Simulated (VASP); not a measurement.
Runs of VASP 6.6.1 on CdF2. The structure is that of space group I4/mmm (No. 139), or close to it. The cells are those of the table. 

| cell | gap on the mesh (eV) | pressure (GPa) |
| --- | --- | --- |
| a = 3.714, b = 3.714, c = 4.021 Å, angles 57.2, 57.2, 65.6°, 3 atoms | 2.07 | 1.9 |
| a = 3.742, b = 3.742, c = 3.950 Å, angles 58.1, 58.1, 63.7°, 3 atoms | (c) | 1.2 |
| a = 3.793, b = 3.753, c = 3.879 Å, angles 59.6, 58.6, 61.9°, 3 atoms | 2.80 | 0.9 |
| a = 3.973, b = 3.973, c = 3.522 Å, angles 63.7, 63.7, 52.6°, 3 atoms | 2.01 | (a) |
| a = 3.689, b = 3.689, c = 4.093 Å, angles 56.3, 56.3, 67.4°, 3 atoms | 1.46 | 3.2 |
| a = 3.884, b = 3.884, c = 3.664 Å, angles 61.9, 61.9, 56.3°, 3 atoms | 2.65 | 1.0 |
| a = 3.900, b = 3.789, c = 3.738 Å, angles 62.4, 59.4, 58.1°, 3 atoms | (b) | 0.9 |
| a = 3.732, b = 3.647, c = 4.093 Å, angles 57.3, 55.3, 67.4°, 3 atoms | 1.44 | 3.2 |

Alike in all rows: task single point; level PBEsol; potentials or basis VASP PAW PBE potentials, release 64 (Cd, F); no spin polarisation; k mesh 8 × 8 × 8; cutoff (eV) 520; smearing gaussian 0.05 eV.

Estimate the missing entries.

(a) 1.7; (b) 2.73; (c) 2.52.

Caveats: the PAW data sets were made with another functional, which shifts forces and pressure a little; the cell stands under pressure (at least some runs).

A k mesh can miss the band edges, and the runs leave out spin-orbit coupling on Cd.
